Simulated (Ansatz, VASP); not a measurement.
# Two plane-wave programs on K2NaGeF6

File INCAR:

```
AGGAC    = 1.0          
AGGAX    = 1.0          
ALDAC    = 0.0          
ALDAX    = 1.0          
ALGO     = Normal         # electronic algorithm
EDIFF    = 1E-6           # SCF threshold, eV
ENCUT    = 520            # plane-wave cutoff, eV
GGA      = B5             # functional
ISIF     = 2              # what is computed and relaxed
ISMEAR   = -1             # smearing method
LASPH    = T              # aspherical terms in the spheres
LCHARG   = F              # write CHGCAR
LREAL    = F              # projectors in reciprocal space
LWAVE    = F              # write WAVECAR
NBANDS   = 52             # bands
NELM     = 60             # most SCF steps
PREC     = Accurate       # precision mode
SIGMA    = 0.1            # smearing width, eV
```

File KPOINTS:

```
k-points
0
Gamma
  7 7 7
```

POSCAR

```
K2NaGeF6
1.0
    0.0000000000      4.3065300000      4.3065300000
    4.3065300000      0.0000000000      4.3065300000
    4.3065300000      4.3065300000      0.0000000000
K Ge Na F
2 1 1 6
Direct
    0.2500000000      0.2500000000      0.2500000000
    0.7500000000      0.7500000000      0.7500000000
    0.0000000000      0.0000000000      0.0000000000
    0.5000000000      0.5000000000      0.5000000000
    0.7710000000      0.2290000000      0.2290000000
    0.2290000000      0.7710000000      0.2290000000
    0.2290000000      0.7710000000      0.7710000000
    0.7710000000      0.2290000000      0.7710000000
    0.2290000000      0.2290000000      0.7710000000
    0.7710000000      0.7710000000      0.2290000000
```

Input for Ansatz:

```yaml
crystal:
  lattice:
    - [0.0, 4.30653, 4.30653]
    - [4.30653, 0.0, 4.30653]
    - [4.30653, 4.30653, 0.0]
  atoms:
    - { symbol: K, position: [0.25, 0.25, 0.25] }
    - { symbol: K, position: [0.75, 0.75, 0.75] }
    - { symbol: Ge, position: [0.0, 0.0, 0.0] }
    - { symbol: Na, position: [0.5, 0.5, 0.5] }
    - { symbol: F, position: [0.771, 0.229, 0.229] }
    - { symbol: F, position: [0.229, 0.771, 0.229] }
    - { symbol: F, position: [0.229, 0.771, 0.771] }
    - { symbol: F, position: [0.771, 0.229, 0.771] }
    - { symbol: F, position: [0.229, 0.229, 0.771] }
    - { symbol: F, position: [0.771, 0.771, 0.229] }
  symmetry: { tolerance: 0.0003 }
kpoints:
  mp_grid: { grid: [7, 7, 7], shift: [0, 0, 0] }
  band_path:
    path:
      - [0.0, 0.0, 0.0]
      - [0.5, 0.0, 0.5]
      - [0.625, 0.25, 0.625]
      - [0.375, 0.375, 0.75]
      - [0.0, 0.0, 0.0]
      - [0.5, 0.5, 0.5]
      - [0.5, 0.25, 0.75]
      - [0.5, 0.0, 0.5]
    npoints: 8
magnetization:
  spin_polarized: false
scf:
  occupations: { method: fermi_dirac }
  lower_state_search: "off"
  max_iter: 200
hamiltonian:
  pseudopotentials: { kind: paw }
  xc: blyp
basis:
  ecutwfc: 420
  fft_grid_basis: typed
output:
  forces: true
  stress: true
  eigenvalues: true
  bader: true
  populations: true
  elf: true
  write_potential: true
  volumetric_format: npy
  dos:
    e_range: [-12, 8]
    de: 0.05
    projected: { site_lists: { F: [F], Ge: [Ge], K: [K], Na: [Na] } }
checkpoint:
  read: saved_state
```

Alike in both runs: task single point; functional BLYP; k mesh 7 × 7 × 7; no spin polarisation.

```csv
,VASP,Ansatz
version,VASP 6.6.1,Ansatz 0.2.0
potentials or method,"VASP PAW PBE potentials, release 64 (K_sv, Ge_d, Na_pv, F), cutoff 520 eV",PAW plane waves
occupations,"fermi-dirac, width 0.1 eV",fermi-dirac
valence electrons in the cell,81,83
```

Ansatz gave:

```
pressure (GPa)                     : 2.5
rms of the force components (eV/Å) : 0.338
```

Question: Which values does VASP return?

Answer: Pressure (GPa): 2.6; rms of the force components (eV/Å): 0.375.

VASP's potentials were made for PBE, not for BLYP. Atom by atom the forces differ by 0.037 eV/Å (rms over components). VASP's potentials hold 81 valence electrons a cell and Ansatz's 83, so a difference there can come from the potentials and not from the codes.
